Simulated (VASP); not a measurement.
# SnTe (zincblende type) (F-43m) in VASP: a series of runs

SnTe (zincblende type) is run at these levels: PBE; tasks: single point.

Program: VASP 6.6.1. These are calculated values, not measurements. Logs are shortened: lines on timing, memory, paths and dates and some standing lists are left out, and cuts for length are marked.

### Step 1. The cell of the first run

It takes space group F-43m (No. 216, cubic). The conventional cell has a = 6.464 Å, b = 6.464 Å, c = 6.464 Å, α = 90.00°, β = 90.00°, γ = 90.00°. Within 3.7 Å of Sn (site symmetry -43m) lie 4 Te at 2.80 Å. Te (site symmetry -43m) has 4 Sn at 2.80 Å within 3.7 Å.

### Step 2. Single point, PBE (33.77 Å³/atom)

File INCAR:

```
PREC     = Accurate       # precision mode
ENCUT    = 520            # plane-wave cutoff, eV
EDIFF    = 1E-6           # SCF threshold, eV
ISMEAR   = -1             # smearing method
SIGMA    = 0.08           # smearing width, eV
LREAL    = False          # projectors in reciprocal space
LASPH    = True           # aspherical terms in the spheres
NELM     = 60             # most SCF steps
ALGO     = Normal         # electronic algorithm
ISIF     = 2              # what is computed and relaxed
LWAVE    = False          # write WAVECAR
LCHARG   = False          # write CHGCAR
GGA      = PE             # functional
NBANDS   = 17             # bands
```

File KPOINTS:

```
regular mesh
0
Gamma
  12 12 12
```

File POSCAR:

```
SnTe
1.0
    0.0000000000      3.2322399093      3.2322399093
    3.2322399093      0.0000000000      3.2322399093
    3.2322399093      3.2322399093      0.0000000000
Sn Te
1 1
Direct
    0.0000000000      0.0000000000      0.0000000000
    0.2500000000      0.2500000000      0.2500000000
```

Potentials or basis: VASP PAW PBE potentials, release 64 (Sn_d, Te).

Run with:

```console
$ cat potpaw_PBE.64/Sn_d/POTCAR potpaw_PBE.64/Te/POTCAR > POTCAR
$ mpirun -np 1 vasp_std > vasp.out
```

OUTCAR:

```text
PREC = Accurate
   ENCUT = 520
   EDIFF = 1E-6
   ISMEAR = -1
   LREAL = False
   LASPH = True
   NELM = 60
   ISIF = 2
   GGA = PE

 ion  position               nearest neighbor table
   1  0.000  0.000  0.000-   2 2.80   2 2.80   2 2.80   2 2.80
   2  0.250  0.250  0.250-   1 2.80   1 2.80   1 2.80   1 2.80

  LATTYP: Found a face centered cubic cell.
 ALAT       =     6.4644798186

  Lattice vectors:

 A1 = (   0.0000000000,   3.2322399093,   3.2322399093)
 A2 = (   3.2322399093,   0.0000000000,   3.2322399093)
 A3 = (   3.2322399093,   3.2322399093,   0.0000000000)

Analysis of symmetry for initial positions (statically):
=====================================================================
 Subroutine PRICEL returns:
 Original cell was already a primitive cell.

 Routine SETGRP: Setting up the symmetry group for a
 face centered cubic supercell.

 Subroutine GETGRP returns: Found 24 space group operations
 (whereof 24 operations were pure point group operations)
 out of a pool of 48 trial point group operations.

The static configuration has the point symmetry T_d .

Analysis of symmetry for dynamics (positions and initial velocities):
=====================================================================
 Subroutine PRICEL returns:
 Original cell was already a primitive cell.

 Routine SETGRP: Setting up the symmetry group for a
 face centered cubic supercell.

 Subroutine GETGRP returns: Found 24 space group operations
 (whereof 24 operations were pure point group operations)
 out of a pool of 48 trial point group operations.

The dynamic configuration has the point symmetry T_d .

 Subroutine INISYM returns: Found 24 space group operations
 (whereof 24 operations are pure point group operations),
 and found     1 'primitive' translations

----------------------------------------------------------------------------------------

                                     Primitive cell

  volume of cell :      67.5368

  direct lattice vectors                    reciprocal lattice vectors
     0.000000000  3.232239909  3.232239909    -0.154691488  0.154691488  0.154691488
     3.232239909  0.000000000  3.232239909     0.154691488 -0.154691488  0.154691488
     3.232239909  3.232239909  0.000000000     0.154691488  0.154691488 -0.154691488

  length of vectors
     4.571077517  4.571077517  4.571077517     0.267933516  0.267933516  0.267933516

  position of ions in fractional coordinates (direct lattice)
     0.000000000  0.000000000  0.000000000
     0.250000000  0.250000000  0.250000000

  ion indices of the primitive-cell ions
   primitive index   ion index
                 1           1
                 2           2

----------------------------------------------------------------------------------------

 KPOINTS: regular mesh

Automatic generation of k-mesh.
 Grid dimensions read from file:
 generate k-points for:   12   12   12

 Generating k-lattice:

  Cartesian coordinates                     Fractional coordinates (reciprocal lattice)
    -0.012890957  0.012890957  0.012890957     0.083333333  0.000000000  0.000000000
     0.012890957 -0.012890957  0.012890957     0.000000000  0.083333333  0.000000000
     0.012890957  0.012890957 -0.012890957     0.000000000  0.000000000  0.083333333

  Length of vectors
     0.022327793  0.022327793  0.022327793

  Shift w.r.t. Gamma in fractional coordinates (k-lattice)
     0.000000000  0.000000000  0.000000000

 Subroutine IBZKPT returns following result:
 ===========================================

 Found     72 irreducible k-points:

 Following reciprocal coordinates:
            Coordinates               Weight
  0.000000  0.000000  0.000000      1.000000
  0.083333  0.000000  0.000000      8.000000
  0.166667  0.000000  0.000000      8.000000
  0.250000  0.000000  0.000000      8.000000
  0.333333  0.000000  0.000000      8.000000
  0.416667  0.000000  0.000000      8.000000
[... 16 lines left out ...]
  0.500000  0.166667  0.000000     24.000000
 -0.416667  0.166667  0.000000     24.000000
 [... further k-points ...]
   k-points           NKPTS =     72   k-points in BZ     NKDIM =     72   number of bands    NBANDS=     17
   number of dos      NEDOS =    301   number of ions     NIONS =      2
   total plane-waves  NPLWV =  46656
   dimension x,y,z NGX =    36 NGY =   36 NGZ =   36
   dimension x,y,z NGXF=    72 NGYF=   72 NGZF=   72
   ions per type =               1   1
   NGX,Y,Z   is equivalent  to a cutoff of  13.09, 13.09, 13.09 a.u.
   NGXF,Y,Z  is equivalent  to a cutoff of  26.19, 26.19, 26.19 a.u.
 SYSTEM =  unknown system
   PREC   = accura    normal or accurate (medium, high low for compatibility)
   ISTART =      0    job   : 0-new  1-cont  2-samecut
   ICHARG =      2    charge: 1-file 2-atom 10-const
   ISPIN  =      1    spin polarized calculation?
   LNONCOLLINEAR =      F non collinear calculations
   LSORBIT =      F    spin-orbit coupling
   LASPH  =      T    aspherical Exc in radial PAW
   ENCUT  =  520.0 eV  38.22 Ry    6.18 a.u.   8.50  8.50  8.50*2*pi/ulx,y,z
   NELM   =     60;   NELMIN=  2; NELMDL= -5     # of ELM steps
   EDIFF  = 0.1E-05   stopping-criterion for ELM
   LREAL  =      F    real-space projection
   EDIFFG = 0.1E-04   stopping-criterion for IOM
   NSW    =      0    number of steps for IOM
   IBRION =     -1    ionic relax: 0-MD 1-quasi-New 2-CG
   NFREE  =      0    steps in history (QN), initial steepest desc. (CG)
   ISIF   =      2    stress and relaxation
   ISYM   =      2    0-nonsym 1-usesym 2-fastsym
   POTIM  = 0.5000    time-step for ionic-motion
   TEBEG  =    0.0;   TEEND  =   0.0 temperature during run
   PSTRESS=    0.0 pullay stress
   NELECT =      20.0000    total number of electrons
   NUPDOWN=      -1.0000    fix difference up-down
   EMIN   =  10.00;   EMAX   =-10.00  energy-range for DOS
   EFERMI =   0.00;   METHOD = LEGACY
   ISMEAR =    -1;   SIGMA  =   0.08  broadening in eV -4-tet -1-fermi 0-gaus
   EFERMI_NEDOS =   21; number of points for ismear=-14 and -15
   IALGO  =     38    algorithm
   IMIX   =      4    mixing-type and parameters
     AMIX     =   0.40;   BMIX     =  1.00
     AMIX_MAG =   1.60;   BMIX_MAG =  1.00
  volume/ion in A,a.u.               =      33.77       227.88
  Fermi-wavevector in a.u.,A,eV,Ry     =   1.091201  2.062070 16.200711  1.190719
  Thomas-Fermi vector in A             =   2.227441
   LORBIT       =      0    0 simple, 1 ext, 2 COOP (PROOUT), +10 PAW based schemes
   GGA     = PE    functional components
   LHFCALC =     F    Hartree Fock is set to
   AEXX    =    0.0000 exact exchange contribution
   IVDW    =     0    specifies the selected vdW correction
   LEPSILON=     F    determine dielectric tensor
   LRPA    =     F    only Hartree local field effects (RPA)
 non-spin polarized calculation
  energy-cutoff  :      520.00
  volume of cell :       67.54
 maximum number of plane-waves:      1853
 NGX is ok and might be reduce to    36
   NGX = 17   NGY = 17   NGZ = 17

 number of electron      20.0000004 magnetization

 Free energy of the ion-electron system (eV)
  ---------------------------------------------------
  ext. energy  EPLUGINS =         0.00000000
  ---------------------------------------------------
  free energy    TOTEN  =        -6.15879917 eV

  energy without entropy =       -6.14075495  energy(sigma->0) =       -6.14977706

 E-fermi :   6.4824     XC(G=0):  -8.9214

 val. band max:        6.4575490010   @ k =  -0.3333   0.3333   0.1667
 cond. band min:       6.4894089304   @ k =   0.3333   0.2500   0.0000
 fundamental gap:      0.0318599294
 Fermi energy:         6.4823728066

 k-point     1 :       0.0000    0.0000    0.0000
  band No.  band energies     occupation
      1     -15.5704      2.00000
      2     -15.5704      2.00000
      3     -15.5704      2.00000
      4     -15.5253      2.00000
      5     -15.5253      2.00000
      6      -7.1759      2.00000
[... 9 lines left out ...]
     16      12.9546      0.00000
     17      14.0064      0.00000

 k-point     2 :       0.0833    0.0000    0.0000
  band No.  band energies     occupation
      1     -15.5711      2.00000
      2     -15.5699      2.00000
      3     -15.5699      2.00000
      4     -15.5253      2.00000
      5     -15.5253      2.00000
      6      -7.1230      2.00000
[... 9 lines left out ...]
     16      12.5822      0.00000
     17      13.7494      0.00000

 k-point     3 :       0.1667    0.0000    0.0000
  band No.  band energies     occupation
      1     -15.5728      2.00000
      2     -15.5686      2.00000
      3     -15.5686      2.00000
      4     -15.5253      2.00000
      5     -15.5253      2.00000
      6      -6.9695      2.00000
[... 9 lines left out ...]
     16      12.1869      0.00000
     17      13.4476      0.00000

 k-point     4 :       0.2500    0.0000    0.0000
  band No.  band energies     occupation
      1     -15.5751      2.00000
      2     -15.5668      2.00000
      3     -15.5668      2.00000
      4     -15.5253      2.00000
      5     -15.5253      2.00000
      6      -6.7338      2.00000
[... 9 lines left out ...]
     16      12.1244      0.00000
     17      13.9130      0.00000

 k-point     5 :       0.3333    0.0000    0.0000
  band No.  band energies     occupation
      1     -15.5775      2.00000
      2     -15.5652      2.00000
      3     -15.5652      2.00000
      4     -15.5252      2.00000
      5     -15.5252      2.00000
      6      -6.4562      2.00000
[... 9 lines left out ...]
     16      12.4822      0.00000
     17      14.8246      0.00000

 k-point     6 :       0.4167    0.0000    0.0000
  band No.  band energies     occupation
      1     -15.5792      2.00000
      2     -15.5640      2.00000
      3     -15.5640      2.00000
      4     -15.5250      2.00000
      5     -15.5250      2.00000
      6      -6.2127      2.00000
[... 9 lines left out ...]
     16      13.1954      0.00000
     17      14.5227      0.00000
[... 281 lines left out ...]
 k-point    21 :       0.3333    0.1667    0.0000
  band No.  band energies     occupation
      1     -15.5800      2.00000
      2     -15.5639      2.00000
      3     -15.5633      2.00000
      4     -15.5270      2.00000
      5     -15.5239      2.00000
      6      -6.4738      2.00000
[... 9 lines left out ...]
     16      13.4159      0.00000
     17      14.8297      0.00000

 k-point    22 :       0.4167    0.1667    0.0000
  band No.  band energies     occupation
      1     -15.5813      2.00000
      2     -15.5629      2.00000
      3     -15.5621      2.00000
      4     -15.5268      2.00000
      5     -15.5239      2.00000
      6      -6.2101      2.00000
[... 9 lines left out ...]
     16      13.8974      0.00000
     17      14.7058      0.00000

 k-point    23 :       0.5000    0.1667    0.0000
  band No.  band energies     occupation
      1     -15.5819      2.00000
      2     -15.5624      2.00000
      3     -15.5616      2.00000
      4     -15.5263      2.00000
      5     -15.5243      2.00000
      6      -6.0153      2.00000
[... 9 lines left out ...]
     16      13.8879      0.00000
     17      14.2042      0.00000

 k-point    24 :      -0.4167    0.1667    0.0000
  band No.  band energies     occupation
      1     -15.5815      2.00000
      2     -15.5623      2.00000
      3     -15.5619      2.00000
      4     -15.5257      2.00000
      5     -15.5248      2.00000
      6      -5.9866      2.00000
[... 9 lines left out ...]
     16      13.4105      0.00000
     17      15.0047      0.00000

 [... further k-points ...]
[... 5 lines left out ...]
  --------------------------------------------------------------------------------------
  -------------------------------------------------------------------------------------
  Total        6.0202718      6.0202718      6.0202718      0.0000000      0.0000000      0.0000000
  in kB      142.8189786    142.8189786    142.8189786      0.0000000      0.0000000      0.0000000
  external PRESSURE =     142.8189786 kB  Pullay stress =       0.0000000 kB

 VOLUME and BASIS-vectors are now :
 -----------------------------------------------------------------------------
  energy-cutoff  :      520.00
  volume of cell :       67.54
      direct lattice vectors                 reciprocal lattice vectors
     0.000000000  3.232239909  3.232239909    -0.154691488  0.154691488  0.154691488
     3.232239909  0.000000000  3.232239909     0.154691488 -0.154691488  0.154691488
     3.232239909  3.232239909  0.000000000     0.154691488  0.154691488 -0.154691488

 POSITION                                       TOTAL-FORCE (eV/Angst)
 -----------------------------------------------------------------------------------
      0.00000      0.00000      0.00000         0.000000      0.000000      0.000000
      1.61612      1.61612      1.61612        -0.000000     -0.000000     -0.000000
 -----------------------------------------------------------------------------------
    total drift:                               -0.000000     -0.000000     -0.000000

  FREE ENERGIE OF THE ION-ELECTRON SYSTEM (eV)
  ---------------------------------------------------
  free  energy   TOTEN  =        -6.1587991707 eV

  energy  without entropy=       -6.1407549532  energy(sigma->0) =       -6.14977706
```

Wall time 92 s (1 thread of AMD EPYC 7R13, shared host); peak memory 0.23 GiB.

Results:

```
Free energy            : -6.1588 eV
Pressure               : 14.3 GPa
Band gap on the k mesh : zero (bands 10 and 11 overlap by 1.24 eV)
```

Caveat: the cell stands under pressure; spin-orbit coupling is left out, which moves the levels of the heavy elements.

[end of part 1 of 2]
